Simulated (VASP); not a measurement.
Set up this calculation in VASP 6.6.1, as the native input.

```
Task                   : single point
Functional             : revPBE
Potentials or basis    : VASP PAW PBE potentials, release 64 (B)
Cutoff                 : 520 eV
k mesh                 : 18 × 18 × 18
Occupations            : fermi-dirac, width 0.1 eV
Spin                   : no spin polarisation
Dipole correction      : no
Further INCAR settings : ALGO = Normal; EDIFF = 1e-06; NBANDS = 8
```

The structure of B lies in POSCAR:

```
B
1.0
    1.9167803624      0.0000000000      0.0000000000
    0.0000000000      1.9167803624      0.0000000000
    0.0000000000      0.0000000000      1.9167803624
B
1
Direct
    0.0000000000      0.0000000000      0.0000000000
```

This cell differs from its parent crystal: volume scaled by 1.04.

One way to write it, as run:

INCAR

```
SYSTEM = B
PREC     = Accurate       ! precision mode
ENCUT    = 520            ! plane-wave cutoff, eV
EDIFF    = 1E-6           ! SCF threshold, eV
ISMEAR   = -1             ! smearing method
SIGMA    = 0.1            ! smearing width, eV
LREAL    = .FALSE.        ! projectors in reciprocal space
LASPH    = .TRUE.         ! aspherical terms in the spheres
NELM     = 80             ! most SCF steps
ALGO     = Normal         ! electronic algorithm
ISIF     = 2              ! what is computed and relaxed
LWAVE    = .FALSE.        ! write WAVECAR
LCHARG   = .FALSE.        ! write CHGCAR
GGA      = RE             ! functional
NBANDS   = 8              ! bands
```

KPOINTS

```
Automatic mesh
0
G
  18 18 18
  0 0 0
```

Potentials or basis: VASP PAW PBE potentials, release 64 (B).

Launch:

```console
$ cat potpaw_PBE.64/B/POTCAR > POTCAR
$ mpirun -np 1 vasp_std > vasp.out
```

Results of the run:

```
Pressure : -7.8 GPa
```

Caveat: the PAW data sets were made with another functional, which shifts forces and pressure a little.

Wall time 2.2 s on 1 thread of Intel(R) Xeon(R) 6975P-C (Granite Rapids), with other jobs on the host, peak memory 0.11 GiB.
